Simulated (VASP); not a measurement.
# ZnS: single point with r2SCAN

ZnS:

```
Zn S
1.0
     0.00000    2.62351    2.66408
     2.62351    0.00000    2.66408
     2.62351    2.62351    0.00000
Zn S
1 1
Direct
  0.00000 0.00000 0.00000
  0.75000 0.75000 0.75000
```

This cell differs from its parent crystal: strain -0.030 along x and y, -0.015 along z.

```
Program                : VASP 6.6.1
Task                   : single point
Functional             : r2SCAN
Potentials or basis    : VASP PAW PBE potentials, release 64 (Zn, S)
Cutoff                 : 520 eV
k mesh                 : 8 × 8 × 8
Occupations            : gaussian, width 0.05 eV
Spin                   : no spin polarisation
Dipole correction      : no
Further INCAR settings : ALGO = Normal; EDIFF = 1e-06; NBANDS = 16
```

The pressure is 5.9 GPa and the band gap on the k mesh is 3.00 eV, direct.

Stress tensor (GPa, compression positive):
```
6.12 0.00 0.00
0.00 6.12 0.00
0.00 0.00 5.44
```

Levels at points of the mesh, in eV from the valence-band top:
```
           k point  band 6  band 7  band 8  band 9  band 10  band 11  band 12  band 13
(0.00, 0.00, 0.00)   -6.20   -0.06    0.00    0.00     3.00     6.81     6.82     6.82
(0.50, 0.00, 0.00)   -6.02   -5.89   -1.07   -0.97     3.94     7.25     7.39     9.68
(0.50, 0.50, 0.00)   -5.98   -5.00   -2.53   -2.53     3.60     4.54    12.21    13.35
(0.50, 0.00, 0.50)   -5.95   -4.90   -2.64   -2.60     3.51     4.38    12.40    13.24
```

Run time: 2.9 min on 1 thread of Intel(R) Xeon(R) Platinum 8259CL CPU @ 2.50GHz (Skylake/Cascade Lake), with other jobs on the host, peak memory 0.18 GiB.

Caveat: the cell differs from its parent crystal (strain -0.030 along x and y, -0.015 along z); the PAW data sets were made with another functional, which shifts forces and pressure a little.
